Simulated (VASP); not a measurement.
# Mg in VASP: further runs

The runs below take Mg through single point, with r2SCAN, r2SCAN0, r2SCANh.

All numbers are computed with VASP 6.6.1; they aren't measurements. Logs are shortened: lines on timing, memory, paths and dates and some standing lists are left out, and cuts for length are marked.

### Step 1. The cell of the first run

The cell holds a single atom in a box, 1 atom: a = 14.000 Å, b = 14.400 Å, c = 14.800 Å, α = 90.00°, β = 90.00°, γ = 90.00°.

### Step 2. Single point, r2SCAN, collinear spin, zero start

File POSCAR:

```
Mg
1.0
   14.0000000000      0.0000000000      0.0000000000
    0.0000000000     14.4000000000      0.0000000000
    0.0000000000      0.0000000000     14.8000000000
Mg
1
Direct
    0.5000000000      0.5000000000      0.5000000000
```

File INCAR.step1:

```
SYSTEM = Mg
PREC     = Accurate       ! precision mode
ENCUT    = 520            ! plane-wave cutoff, eV
ISMEAR   = -1             ! smearing method
SIGMA    = 0.01           ! smearing width, eV
LREAL    = .FALSE.        ! projectors in reciprocal space
LASPH    = .TRUE.         ! aspherical terms in the spheres
NELM     = 150            ! most SCF steps
ISPIN    = 2              ! spin polarisation
MAGMOM   = 0.01           ! initial moments
NBANDS   = 11             ! bands
ISYM     = 0            
GGA      = PE             ! functional
ALGO     = Normal         ! electronic algorithm
EDIFF    = 1E-4           ! SCF threshold, eV
LWAVE    = .TRUE.         ! write WAVECAR
LCHARG   = .FALSE.        ! write CHGCAR
```

File INCAR.step2:

```
SYSTEM = Mg
PREC     = Accurate       ! precision mode
ENCUT    = 520            ! plane-wave cutoff, eV
EDIFF    = 1E-7           ! SCF threshold, eV
ISMEAR   = -1             ! smearing method
SIGMA    = 0.01           ! smearing width, eV
LREAL    = .FALSE.        ! projectors in reciprocal space
LASPH    = .TRUE.         ! aspherical terms in the spheres
NELM     = 150            ! most SCF steps
ALGO     = Normal         ! electronic algorithm
ISIF     = 2              ! what is computed and relaxed
LWAVE    = .FALSE.        ! write WAVECAR
LCHARG   = .TRUE.         ! write CHGCAR
ISPIN    = 2              ! spin polarisation
MAGMOM   = 0.01           ! initial moments
LORBIT   = 11             ! projections on sites
METAGGA  = R2SCAN         ! meta-GGA
LMIXTAU  = .TRUE.       
LELF     = .TRUE.         ! ELF
LVHAR    = .TRUE.       
NBANDS   = 11             ! bands
ISYM     = 0            
ISTART   = 1
```

File KPOINTS:

```
Automatic mesh
0
G
  1 1 1
  0 0 0
```

Potentials or basis: VASP PAW PBE potentials, release 64 (Mg).

Started as:

```
$ cat potpaw_PBE.64/Mg/POTCAR > POTCAR
$ cp INCAR.step1 INCAR
$ mpirun -np 1 vasp_gam > vasp.out
$ cp INCAR.step2 INCAR
$ mpirun -np 1 vasp_gam > vasp.out
```

OUTCAR:

```text
SYSTEM = Mg
   PREC = Accurate
   ENCUT = 520
   EDIFF = 1E-7
   ISMEAR = -1
   LREAL = .FALSE.
   LASPH = .TRUE.
   NELM = 150
   ISIF = 2
   ISPIN = 2
   LORBIT = 11
   METAGGA = R2SCAN
   ISYM = 0
   ISTART = 1

 ion  position               nearest neighbor table
   1  0.500  0.500  0.500-

IMPORTANT INFORMATION: All symmetrisations will be switched off!
NOSYMM: (Re-)initialisation of all symmetry stuff for point group C_1.

----------------------------------------------------------------------------------------

                                     Primitive cell

  volume of cell :    2983.6800

  direct lattice vectors                    reciprocal lattice vectors
    14.000000000  0.000000000  0.000000000     0.071428571  0.000000000  0.000000000
     0.000000000 14.400000000  0.000000000     0.000000000  0.069444444  0.000000000
     0.000000000  0.000000000 14.800000000     0.000000000  0.000000000  0.067567568

  length of vectors
    14.000000000 14.400000000 14.800000000     0.071428571  0.069444444  0.067567568

  position of ions in fractional coordinates (direct lattice)
     0.500000000  0.500000000  0.500000000

  ion indices of the primitive-cell ions
   primitive index   ion index
                 1           1

----------------------------------------------------------------------------------------

 KPOINTS: Automatic mesh

Automatic generation of k-mesh.
 Grid dimensions read from file:
 generate k-points for:    1    1    1

 Generating k-lattice:

  Cartesian coordinates                     Fractional coordinates (reciprocal lattice)
     0.071428571  0.000000000  0.000000000     1.000000000  0.000000000  0.000000000
     0.000000000  0.069444444  0.000000000     0.000000000  1.000000000  0.000000000
     0.000000000  0.000000000  0.067567568     0.000000000  0.000000000  1.000000000

  Length of vectors
     0.071428571  0.069444444  0.067567568

  Shift w.r.t. Gamma in fractional coordinates (k-lattice)
     0.000000000  0.000000000  0.000000000

 Subroutine IBZKPT returns following result:
 ===========================================

 Found      1 irreducible k-points:

 Following reciprocal coordinates:
            Coordinates               Weight
  0.000000  0.000000  0.000000      1.000000
   k-points           NKPTS =      1   k-points in BZ     NKDIM =      1   number of bands    NBANDS=     11
   number of dos      NEDOS =    301   number of ions     NIONS =      1
   total plane-waves  NPLWV = ******
   dimension x,y,z NGX =   108 NGY =  108 NGZ =  112
   dimension x,y,z NGXF=   216 NGYF=  216 NGZF=  224
   ions per type =               1
   NGX,Y,Z   is equivalent  to a cutoff of  12.82, 12.47, 12.58 a.u.
   NGXF,Y,Z  is equivalent  to a cutoff of  25.65, 24.94, 25.16 a.u.
 SYSTEM =  Mg
   PREC   = accura    normal or accurate (medium, high low for compatibility)
   ISTART =      1    job   : 0-new  1-cont  2-samecut
   ICHARG =      0    charge: 1-file 2-atom 10-const
   ISPIN  =      2    spin polarized calculation?
   LNONCOLLINEAR =      F non collinear calculations
   LSORBIT =      F    spin-orbit coupling
   LASPH  =      T    aspherical Exc in radial PAW
   ENCUT  =  520.0 eV  38.22 Ry    6.18 a.u.  26.03 26.77 27.52*2*pi/ulx,y,z
   NELM   =    150;   NELMIN=  2; NELMDL=  0     # of ELM steps
   EDIFF  = 0.1E-06   stopping-criterion for ELM
   LREAL  =      F    real-space projection
   EDIFFG = 0.1E-05   stopping-criterion for IOM
   NSW    =      0    number of steps for IOM
   IBRION =     -1    ionic relax: 0-MD 1-quasi-New 2-CG
   NFREE  =      0    steps in history (QN), initial steepest desc. (CG)
   ISIF   =      2    stress and relaxation
   ISYM   =      0    0-nonsym 1-usesym 2-fastsym
   POTIM  = 0.5000    time-step for ionic-motion
   TEBEG  =    0.0;   TEEND  =   0.0 temperature during run
   PSTRESS=    0.0 pullay stress
   NELECT =       2.0000    total number of electrons
   NUPDOWN=      -1.0000    fix difference up-down
   EMIN   =  10.00;   EMAX   =-10.00  energy-range for DOS
   EFERMI =   0.00;   METHOD = LEGACY
   ISMEAR =    -1;   SIGMA  =   0.01  broadening in eV -4-tet -1-fermi 0-gaus
   EFERMI_NEDOS =   21; number of points for ismear=-14 and -15
   IALGO  =     38    algorithm
   IMIX   =      4    mixing-type and parameters
     AMIX     =   0.40;   BMIX     =  1.00
     AMIX_MAG =   1.60;   BMIX_MAG =  1.00
  volume/ion in A,a.u.               =    2983.68     20134.87
  Fermi-wavevector in a.u.,A,eV,Ry     =   0.143274  0.270749  0.279293  0.020527
  Thomas-Fermi vector in A             =   0.807119
   LORBIT       =     11    0 simple, 1 ext, 2 COOP (PROOUT), +10 PAW based schemes
   METAGGA = R2SCAN    functional components
   LHFCALC =     F    Hartree Fock is set to
   AEXX    =    0.0000 exact exchange contribution
   IVDW    =     0    specifies the selected vdW correction
   LEPSILON=     F    determine dielectric tensor
   LRPA    =     F    only Hartree local field effects (RPA)
 spin polarized calculation
  energy-cutoff  :      520.00
  volume of cell :     2983.68
 maximum number of plane-waves:     40220
 NGX is ok and might be reduce to   108
   NGX = 53   NGY = 53   NGZ = 55

 number of electron       2.0000000 magnetization       0.0000007

 number of electron       2.0000000 magnetization      -0.0000000

 Free energy of the ion-electron system (eV)
  ---------------------------------------------------
  ext. energy  EPLUGINS =         0.00000000
  ---------------------------------------------------
  free energy    TOTEN  =        -2.43615661 eV

  energy without entropy =       -2.43615661  energy(sigma->0) =       -2.43615661

 E-fermi :  -4.5183     XC(G=0):   0.0325

 val. band max:       -4.7647689538   @ k =   0.0000   0.0000   0.0000
 cond. band min:      -1.1041797659   @ k =   0.0000   0.0000   0.0000
 fundamental gap:      3.6605891879
 Fermi energy:        -4.5183021434

 spin component 1

 k-point     1 :       0.0000    0.0000    0.0000
  band No.  band energies     occupation
      1      -4.7648      1.00000
      2      -1.1020      0.00000
      3      -1.1016      0.00000
      4      -1.1011      0.00000
      5       0.2456      0.00000
      6       0.8997      0.00000
      7       0.9501      0.00000
      8       1.0080      0.00000
      9       1.0438      0.00000
     10       1.0817      0.00000
     11       1.1500      0.00000
 Fermi energy:        -4.5183021434

 spin component 2

 k-point     1 :       0.0000    0.0000    0.0000
  band No.  band energies     occupation
      1      -4.7648      1.00000
      2      -1.1042      0.00000
      3      -1.1038      0.00000
      4      -1.1032      0.00000
      5       0.2252      0.00000
      6       0.8773      0.00000
      7       0.9349      0.00000
      8       0.9868      0.00000
      9       1.0211      0.00000
     10       1.0576      0.00000
     11       1.1197      0.00000

------------------------ aborting loop because EDIFF is reached ----------------------------------------

  FORCE on cell =-STRESS in cart. coord.  units (eV):
  Direction    XX          YY          ZZ          XY          YZ          ZX
  --------------------------------------------------------------------------------------
  -------------------------------------------------------------------------------------
  Total       -0.0003964     -0.0004818     -0.0003765     -0.0000005     -0.0000003     -0.0000002
  in kB       -0.0002128     -0.0002587     -0.0002022     -0.0000003     -0.0000002     -0.0000001
  external PRESSURE =      -0.0002246 kB  Pullay stress =       0.0000000 kB

 VOLUME and BASIS-vectors are now :
 -----------------------------------------------------------------------------
  energy-cutoff  :      520.00
  volume of cell :     2983.68
      direct lattice vectors                 reciprocal lattice vectors
    14.000000000  0.000000000  0.000000000     0.071428571  0.000000000  0.000000000
     0.000000000 14.400000000  0.000000000     0.000000000  0.069444444  0.000000000
     0.000000000  0.000000000 14.800000000     0.000000000  0.000000000  0.067567568

 POSITION                                       TOTAL-FORCE (eV/Angst)
 -----------------------------------------------------------------------------------
      7.00000      7.20000      7.40000         0.000000      0.000002     -0.000000
 -----------------------------------------------------------------------------------
    total drift:                                0.000000      0.000002     -0.000000

  FREE ENERGIE OF THE ION-ELECTRON SYSTEM (eV)
  ---------------------------------------------------
  free  energy   TOTEN  =        -2.4361566130 eV

  energy  without entropy=       -2.4361566130  energy(sigma->0) =       -2.43615661

 total charge

# of ion       s       p       d       tot
------------------------------------------
    1        0.350   0.000   0.000   0.350

 magnetization (x)

# of ion       s       p       d       tot
------------------------------------------
    1        0.000   0.000   0.000   0.000
```

Wall time 20 min (1 thread of AMD EPYC 7R13 (Zen 3), shared host); peak memory 4 GiB.

Results:

- Free energy: -2.4362 eV
- Pressure: 0.0 GPa
- Band gap on the k mesh: 3.66 eV
- Net moment: 0.00 μB per cell
- Valence electrons inside the program's atomic spheres: Mg 0.35

Levels at points of the mesh, in eV from the valence-band top:
Spin up:
| k point | band 1 | band 2 | band 3 | band 4 | band 5 |
| --- | --- | --- | --- | --- | --- |
| (0.00, 0.00, 0.00) | 0.00 | 3.66 | 3.66 | 3.66 | 5.01 |
Spin down:
```tsv
k point	band 1	band 2	band 3	band 4	band 5
(0.00, 0.00, 0.00)	0.00	3.66	3.66	3.66	4.99
```

Caveat: the PAW data sets were made with another functional, which shifts forces and pressure a little.

### Step 3. Single point, r2SCAN0, collinear spin, zero start

POSCAR is that of step 2.

File INCAR.step1:

```
PREC     = Accurate       # precision mode
ENCUT    = 520            # plane-wave cutoff, eV
EDIFF    = 1E-5           # SCF threshold, eV
ISMEAR   = -1             # smearing method
SIGMA    = 0.01           # smearing width, eV
LREAL    = F              # projectors in reciprocal space
LASPH    = T              # aspherical terms in the spheres
NELM     = 150            # most SCF steps
ALGO     = Normal         # electronic algorithm
ISIF     = 2              # what is computed and relaxed
LWAVE    = T              # write WAVECAR
LCHARG   = F              # write CHGCAR
ISPIN    = 2              # spin polarisation
MAGMOM   = 0.01           # initial moments
LORBIT   = 11             # projections on sites
NBANDS   = 11             # bands
GGA      = PE             # functional
ISYM     = 0
```

File INCAR.step2:

```
PREC     = Accurate       # precision mode
ENCUT    = 520            # plane-wave cutoff, eV
EDIFF    = 1E-6           # SCF threshold, eV
ISMEAR   = -1             # smearing method
SIGMA    = 0.01           # smearing width, eV
LREAL    = F              # projectors in reciprocal space
LASPH    = T              # aspherical terms in the spheres
NELM     = 150            # most SCF steps
ALGO     = Normal         # electronic algorithm
ISIF     = 2              # what is computed and relaxed
LWAVE    = F              # write WAVECAR
LCHARG   = F              # write CHGCAR
ISPIN    = 2              # spin polarisation
MAGMOM   = 0.01           # initial moments
LORBIT   = 11             # projections on sites
METAGGA  = R2SCAN         # meta-GGA
LHFCALC  = T              # exact exchange
AEXX     = 0.25           # exact-exchange fraction
LMIXTAU  = T            
PRECFOCK = Normal       
NBANDS   = 11             # bands
ISTART   = 1            
ISYM     = 0
```

File KPOINTS:

```
Automatic mesh
0
Gamma
  1 1 1
```

Potentials or basis: VASP PAW PBE potentials, release 64 (Mg).

Started as:

```
$ cat potpaw_PBE.64/Mg/POTCAR > POTCAR
$ cp INCAR.step1 INCAR
$ mpirun -np 1 vasp_gam > vasp.out
$ cp INCAR.step2 INCAR
$ mpirun -np 1 vasp_gam > vasp.out
```

It took 11 min on 1 thread of AMD EPYC 7R13 (Zen 3), shared host; peak memory 3.4 GiB.

It converged, with:

| Quantity | Value |
| --- | --- |
| Free energy | -1.9050 eV |
| Pressure | 0.0 GPa |
| Band gap on the k mesh | 4.85 eV |
| Net moment | 0.00 μB per cell |
| Valence electrons inside the program's atomic spheres | Mg 0.36 |

Levels at points of the mesh, in eV from the valence-band top:
Spin up:
```
           k point  band 1  band 2  band 3  band 4  band 5
(0.00, 0.00, 0.00)    0.00    4.85    4.85    4.85    5.59
```
Spin down:
```csv
k point,band 1,band 2,band 3,band 4
"(0.00, 0.00, 0.00)",0.00,4.85,4.85,4.85
```

Caveat: the PAW data sets were made with another functional, which shifts forces and pressure a little.

[end of part 1 of 2]
